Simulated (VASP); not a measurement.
# CdF2 (I4/mmm) in VASP: further runs

CdF2 is run at these levels: PBE; tasks: single point.

Program: VASP 6.6.1. These are calculated values, not measurements. Logs are shortened: lines on timing, memory, paths and dates and some standing lists are left out, and cuts for length are marked.

## (1) The cell of the first run

The structure is tetragonal, space group I4/mmm (No. 139). Conventional cell: a = 3.867 Å, b = 3.867 Å, c = 5.226 Å, α = 90.00°, β = 90.00°, γ = 90.00°. Cd (site symmetry 4/mmm) has 8 F at 2.33 Å within 3.1 Å. F (site symmetry -4m2) has 4 Cd at 2.33 Å and 6 F at 2.61 to 2.73 Å within 3.1 Å.

## (2) Single point, PBE (strain +0.015 along x and y, -0.030 along z)

Input file INCAR:

```
SYSTEM = CdF2
PREC = Accurate
ENCUT = 520
EDIFF = 1E-7
ISMEAR = 0
SIGMA = 0.05
LREAL = .FALSE.
LASPH = .TRUE.
NELM = 100
ALGO = Normal
ISIF = 2
LWAVE = .FALSE.
LCHARG = .FALSE.
GGA = PE
NBANDS = 20
```

Input file KPOINTS:

```
regular mesh
0
G
  8 8 8
  0 0 0
```

Input file POSCAR:

```
CdF2
1.0
    0.0000000000      2.7344100000      2.6131800000
    2.7344100000      0.0000000000      2.6131800000
    2.7344100000      2.7344100000      0.0000000000
Cd F
1 2
Direct
    0.0000000000      0.0000000000      0.0000000000
    0.2500000000      0.2500000000      0.2500000000
    0.7500000000      0.7500000000      0.7500000000
```

Potentials or basis: VASP PAW PBE potentials, release 64 (Cd, F).

Started as:

```console
$ cat potpaw_PBE.64/Cd/POTCAR potpaw_PBE.64/F/POTCAR > POTCAR
$ mpirun -np 1 vasp_std > vasp.out
```

OUTCAR:

```text
SYSTEM = CdF2
   PREC = Accurate
   ENCUT = 520
   EDIFF = 1E-7
   ISMEAR = 0
   LREAL = .FALSE.
   LASPH = .TRUE.
   NELM = 100
   ISIF = 2
   GGA = PE

 ion  position               nearest neighbor table
   1  0.000  0.000  0.000-   3 2.33   3 2.33   3 2.33   2 2.33   3 2.33   2 2.33   2 2.33   2 2.33

   2  0.250  0.250  0.250-   1 2.33   1 2.33   1 2.33   1 2.33
   3  0.750  0.750  0.750-   1 2.33   1 2.33   1 2.33   1 2.33

  LATTYP: Found a body centered tetragonal cell.
 ALAT       =     3.8670397071
 C/A-ratio  =     1.3515144389

  Lattice vectors:

 A1 = (   0.0000000000,  -2.7344100000,  -2.6131800000)
 A2 = (   0.0000000000,   2.7344100000,  -2.6131800000)
 A3 = (   2.7344100000,   0.0000000000,   2.6131800000)

Analysis of symmetry for initial positions (statically):
=====================================================================
 Subroutine PRICEL returns:
 Original cell was already a primitive cell.

 Routine SETGRP: Setting up the symmetry group for a
 body centered tetragonal supercell.

 Subroutine GETGRP returns: Found 16 space group operations
 (whereof 16 operations were pure point group operations)
 out of a pool of 16 trial point group operations.

The static configuration has the point symmetry D_4h.

Analysis of symmetry for dynamics (positions and initial velocities):
=====================================================================
 Subroutine PRICEL returns:
 Original cell was already a primitive cell.

 Routine SETGRP: Setting up the symmetry group for a
 body centered tetragonal supercell.

 Subroutine GETGRP returns: Found 16 space group operations
 (whereof 16 operations were pure point group operations)
 out of a pool of 16 trial point group operations.

The dynamic configuration has the point symmetry D_4h.

 Subroutine INISYM returns: Found 16 space group operations
 (whereof 16 operations are pure point group operations),
 and found     1 'primitive' translations

----------------------------------------------------------------------------------------

                                     Primitive cell

  volume of cell :      39.0775

  direct lattice vectors                    reciprocal lattice vectors
     0.000000000  2.734410000  2.613180000    -0.182854802  0.182854802  0.191337757
     2.734410000  0.000000000  2.613180000     0.182854802 -0.182854802  0.191337757
     2.734410000  2.734410000  0.000000000     0.182854802  0.182854802 -0.191337757

  length of vectors
     3.782288693  3.782288693  3.867039707     0.321686019  0.321686019  0.321686019

  position of ions in fractional coordinates (direct lattice)
     0.000000000  0.000000000  0.000000000
     0.250000000  0.250000000  0.250000000
     0.750000000  0.750000000  0.750000000

  ion indices of the primitive-cell ions
   primitive index   ion index
                 1           1
                 2           2
                 3           3

----------------------------------------------------------------------------------------

 KPOINTS: regular mesh

Automatic generation of k-mesh.
 Grid dimensions read from file:
 generate k-points for:    8    8    8

 Generating k-lattice:

  Cartesian coordinates                     Fractional coordinates (reciprocal lattice)
    -0.022856850  0.022856850  0.023917220     0.125000000  0.000000000  0.000000000
     0.022856850 -0.022856850  0.023917220     0.000000000  0.125000000  0.000000000
     0.022856850  0.022856850 -0.023917220     0.000000000  0.000000000  0.125000000

  Length of vectors
     0.040210752  0.040210752  0.040210752

  Shift w.r.t. Gamma in fractional coordinates (k-lattice)
     0.000000000  0.000000000  0.000000000

 Subroutine IBZKPT returns following result:
 ===========================================

 Found     59 irreducible k-points:

 Following reciprocal coordinates:
            Coordinates               Weight
  0.000000  0.000000  0.000000      1.000000
  0.125000  0.000000  0.000000      8.000000
  0.250000  0.000000  0.000000      8.000000
  0.375000  0.000000  0.000000      8.000000
  0.500000  0.000000  0.000000      4.000000
  0.125000  0.125000  0.000000      2.000000
[... 16 lines left out ...]
  0.250000  0.000000  0.125000     16.000000
  0.375000  0.000000  0.125000     16.000000
 [... further k-points ...]
   k-points           NKPTS =     59   k-points in BZ     NKDIM =     59   number of bands    NBANDS=     20
   number of dos      NEDOS =    301   number of ions     NIONS =      3
   total plane-waves  NPLWV =  23520
   dimension x,y,z NGX =    28 NGY =   28 NGZ =   30
   dimension x,y,z NGXF=    56 NGYF=   56 NGZF=   60
   ions per type =               1   2
   NGX,Y,Z   is equivalent  to a cutoff of  12.31, 12.31, 12.90 a.u.
   NGXF,Y,Z  is equivalent  to a cutoff of  24.61, 24.61, 25.79 a.u.
 SYSTEM =  CdF2
   PREC   = accura    normal or accurate (medium, high low for compatibility)
   ISTART =      0    job   : 0-new  1-cont  2-samecut
   ICHARG =      2    charge: 1-file 2-atom 10-const
   ISPIN  =      1    spin polarized calculation?
   LNONCOLLINEAR =      F non collinear calculations
   LSORBIT =      F    spin-orbit coupling
   LASPH  =      T    aspherical Exc in radial PAW
   ENCUT  =  520.0 eV  38.22 Ry    6.18 a.u.   7.03  7.03  7.19*2*pi/ulx,y,z
   NELM   =    100;   NELMIN=  2; NELMDL= -5     # of ELM steps
   EDIFF  = 0.1E-06   stopping-criterion for ELM
   LREAL  =      F    real-space projection
   EDIFFG = 0.1E-05   stopping-criterion for IOM
   NSW    =      0    number of steps for IOM
   IBRION =     -1    ionic relax: 0-MD 1-quasi-New 2-CG
   NFREE  =      0    steps in history (QN), initial steepest desc. (CG)
   ISIF   =      2    stress and relaxation
   ISYM   =      2    0-nonsym 1-usesym 2-fastsym
   POTIM  = 0.5000    time-step for ionic-motion
   TEBEG  =    0.0;   TEEND  =   0.0 temperature during run
   PSTRESS=    0.0 pullay stress
   NELECT =      26.0000    total number of electrons
   NUPDOWN=      -1.0000    fix difference up-down
   EMIN   =  10.00;   EMAX   =-10.00  energy-range for DOS
   EFERMI =   0.00;   METHOD = LEGACY
   ISMEAR =     0;   SIGMA  =   0.05  broadening in eV -4-tet -1-fermi 0-gaus
   EFERMI_NEDOS =   21; number of points for ismear=-14 and -15
   IALGO  =     38    algorithm
   IMIX   =      4    mixing-type and parameters
     AMIX     =   0.40;   BMIX     =  1.00
     AMIX_MAG =   1.60;   BMIX_MAG =  1.00
  volume/ion in A,a.u.               =      13.03        87.90
  Fermi-wavevector in a.u.,A,eV,Ry     =   1.429191  2.700780 27.791101  2.042588
  Thomas-Fermi vector in A             =   2.549172
   LORBIT       =      0    0 simple, 1 ext, 2 COOP (PROOUT), +10 PAW based schemes
   GGA     = PE    functional components
   LHFCALC =     F    Hartree Fock is set to
   AEXX    =    0.0000 exact exchange contribution
   IVDW    =     0    specifies the selected vdW correction
   LEPSILON=     F    determine dielectric tensor
   LRPA    =     F    only Hartree local field effects (RPA)
 non-spin polarized calculation
 Gauss-broadening in eV      SIGMA  =   0.05
  energy-cutoff  :      520.00
  volume of cell :       39.08
 maximum number of plane-waves:      1067
   NGX = 13   NGY = 13   NGZ = 15

 number of electron      26.0000002 magnetization

 Free energy of the ion-electron system (eV)
  ---------------------------------------------------
  ext. energy  EPLUGINS =         0.00000000
  ---------------------------------------------------
  free energy    TOTEN  =       -10.84009283 eV

  energy without entropy =      -10.84009283  energy(sigma->0) =      -10.84009283

 E-fermi :  -1.0409     XC(G=0): -10.4173

 val. band max:       -1.2558741142   @ k =  -0.2500   0.5000   0.2500
 cond. band min:       1.7466034792   @ k =   0.0000   0.0000   0.0000
 fundamental gap:      3.0024775933
 Fermi energy:        -1.0408566392

 k-point     1 :       0.0000    0.0000    0.0000
  band No.  band energies     occupation
      1     -22.1090      2.00000
      2     -20.9917      2.00000
      3      -6.9259      2.00000
      4      -6.9259      2.00000
      5      -6.9071      2.00000
      6      -5.7297      2.00000
[... 12 lines left out ...]
     19      18.0880      0.00000
     20      19.1456      0.00000

 k-point     2 :       0.1250    0.0000    0.0000
  band No.  band energies     occupation
      1     -22.0596      2.00000
      2     -21.0370      2.00000
      3      -6.8697      2.00000
      4      -6.8529      2.00000
      5      -6.7540      2.00000
      6      -5.7459      2.00000
[... 12 lines left out ...]
     19      17.7219      0.00000
     20      18.6974      0.00000

 k-point     3 :       0.2500    0.0000    0.0000
  band No.  band energies     occupation
      1     -21.9237      2.00000
      2     -21.1585      2.00000
      3      -6.7430      2.00000
      4      -6.7089      2.00000
      5      -6.3121      2.00000
      6      -5.7533      2.00000
[... 12 lines left out ...]
     19      17.9244      0.00000
     20      18.2934      0.00000

 k-point     4 :       0.3750    0.0000    0.0000
  band No.  band energies     occupation
      1     -21.7364      2.00000
      2     -21.3282      2.00000
      3      -6.6439      2.00000
      4      -6.5868      2.00000
      5      -5.7589      2.00000
      6      -5.7124      2.00000
[... 12 lines left out ...]
     19      17.3538      0.00000
     20      17.8145      0.00000

 k-point     5 :       0.5000    0.0000    0.0000
  band No.  band energies     occupation
      1     -21.5655      2.00000
      2     -21.4911      2.00000
      3      -6.6157      2.00000
      4      -6.5483      2.00000
      5      -5.6715      2.00000
      6      -5.6317      2.00000
[... 12 lines left out ...]
     19      17.1439      0.00000
     20      17.4540      0.00000
[... 353 lines left out ...]
      6      -5.5921      2.00000
[... 12 lines left out ...]
     19      18.4790      0.00000
     20      19.9004      0.00000

 k-point    22 :       0.1250    0.0000    0.1250
  band No.  band energies     occupation
      1     -22.0491      2.00000
      2     -21.0438      2.00000
      3      -6.8298      2.00000
      4      -6.8265      2.00000
      5      -6.7245      2.00000
      6      -5.8054      2.00000
[... 12 lines left out ...]
     19      18.1652      0.00000
     20      19.1014      0.00000

 k-point    23 :       0.2500    0.0000    0.1250
  band No.  band energies     occupation
      1     -21.9505      2.00000
      2     -21.1294      2.00000
      3      -6.7105      2.00000
      4      -6.7016      2.00000
      5      -6.3877      2.00000
      6      -5.8847      2.00000
[... 12 lines left out ...]
     19      18.7101      0.00000
     20      19.4859      0.00000

 k-point    24 :       0.3750    0.0000    0.1250
  band No.  band energies     occupation
      1     -21.7909      2.00000
      2     -21.2704      2.00000
      3      -6.5932      2.00000
      4      -6.5637      2.00000
      5      -5.9025      2.00000
      6      -5.8560      2.00000
[... 12 lines left out ...]
     19      18.0912      0.00000
     20      19.5233      0.00000

 [... further k-points ...]

------------------------ aborting loop because EDIFF is reached ----------------------------------------

  FORCE on cell =-STRESS in cart. coord.  units (eV):
  Direction    XX          YY          ZZ          XY          YZ          ZX
  --------------------------------------------------------------------------------------
  -------------------------------------------------------------------------------------
  Total        1.1204418      1.1204418      2.3329651      0.0000000      0.0000000      0.0000000
  in kB       45.9381303     45.9381303     95.6516011      0.0000000      0.0000000      0.0000000
  external PRESSURE =      62.5092872 kB  Pullay stress =       0.0000000 kB

 VOLUME and BASIS-vectors are now :
 -----------------------------------------------------------------------------
  energy-cutoff  :      520.00
  volume of cell :       39.08
      direct lattice vectors                 reciprocal lattice vectors
     0.000000000  2.734410000  2.613180000    -0.182854802  0.182854802  0.191337757
     2.734410000  0.000000000  2.613180000     0.182854802 -0.182854802  0.191337757
     2.734410000  2.734410000  0.000000000     0.182854802  0.182854802 -0.191337757

 POSITION                                       TOTAL-FORCE (eV/Angst)
 -----------------------------------------------------------------------------------
      0.00000      0.00000      0.00000         0.000000     -0.000000     -0.000000
      1.36721      1.36721      1.30659         0.000000      0.000000      0.000000
      4.10161      4.10161      3.91977         0.000000      0.000000     -0.000000
 -----------------------------------------------------------------------------------
    total drift:                                0.000000      0.000000      0.000000

  FREE ENERGIE OF THE ION-ELECTRON SYSTEM (eV)
  ---------------------------------------------------
  free  energy   TOTEN  =       -10.8400928257 eV

  energy  without entropy=      -10.8400928257  energy(sigma->0) =      -10.84009283
```

It took 63 s on 1 thread of Intel Xeon 8259CL, shared host; peak memory 0.19 GiB.

Results:

```
Free energy            : -10.8401 eV
Pressure               : 6.3 GPa
Band gap on the k mesh : 3.00 eV (least direct gap 3.51 eV)
```

Stress tensor (GPa, compression positive):
```
4.59 0.00 0.00
0.00 4.59 0.00
0.00 0.00 9.57
```

Levels at points of the mesh, in eV from the valence-band top:
| k point | band 11 | band 12 | band 13 | band 14 | band 15 | band 16 |
| --- | --- | --- | --- | --- | --- | --- |
| (0.00, 0.00, 0.00) | -0.65 | -0.50 | -0.50 | 3.00 | 12.58 | 12.71 |
| (0.50, 0.00, 0.00) | -1.82 | -0.46 | -0.43 | 7.11 | 9.08 | 14.29 |
| (0.50, 0.50, 0.00) | -0.35 | -0.17 | -0.17 | 7.86 | 9.54 | 11.92 |
| (0.50, 0.00, 0.50) | -0.62 | -0.19 | -0.02 | 7.97 | 9.62 | 11.88 |

Caveat: the cell differs from its parent crystal (strain +0.015 along x and y, -0.030 along z); the cell stands under pressure. A k mesh can miss the band edges.

(Part 1 of 2 ends here.)
